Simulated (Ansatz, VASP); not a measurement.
**One calculation of Rb, two programs**

```
Rb
1.0
     4.84761    0.00000    0.00000
     0.00000    4.84761    0.00000
     0.00000    0.00000    4.84761
Rb
1
Direct
  0.00000 0.00000 0.00000
```

Alike in both runs: task single point; functional BLYP; k mesh 8 × 8 × 8; occupations fermi-dirac, width 0.1 eV; no spin polarisation.

|  | VASP | Ansatz |
| --- | --- | --- |
| version | VASP 6.6.1 | Ansatz 0.2.0 |
| potentials or method | VASP PAW PBE potentials, release 64 (Rb_sv), cutoff 520 eV | plane waves (420 eV) with PAW, scalar-relativistic |
| valence electrons in the cell | 9 | 9 |

```csv
,VASP,Ansatz,Ansatz less VASP
pressure (GPa),0.0,0.0,0.00
```

VASP's potentials were made for PBE, not for BLYP. With one functional, cell and mesh, what is left measures potentials, basis and numerics.
